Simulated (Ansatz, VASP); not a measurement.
# One calculation of Au, two programs

```
Au
1.0
     2.65949    0.00000    0.00000
     0.00000    2.65949    0.00000
     0.00000    0.00000    2.65949
Au
1
Direct
  0.00000 0.00000 0.00000
```

Alike in both runs: functional LDA; k mesh 16 × 16 × 16; occupations fermi-dirac, width 0.05 eV; non-collinear spin, spin-orbit coupling.

Ansatz relaxed the structure, and its values are those at the end. VASP's run is a single point on that final structure, the one shown.

|  | VASP | Ansatz |
| --- | --- | --- |
| version | VASP 6.6.1 | Ansatz 0.2.0 |
| potentials or method | VASP PAW LDA potentials, release 64 (Au), cutoff 520 eV | all-electron LAPW |

|  | VASP | Ansatz | Ansatz less VASP |
| --- | --- | --- | --- |
| pressure (GPa) | 0.8 | 0.0 | -0.79 |
| net moment per atom (μB) | 0.00 | 0.00 | 0.000 |

LDA's correlation is that of Perdew and Zunger in VASP and of Perdew and Wang (1992) in Ansatz. Ansatz ran all-electron here, and VASP with PAW potentials.
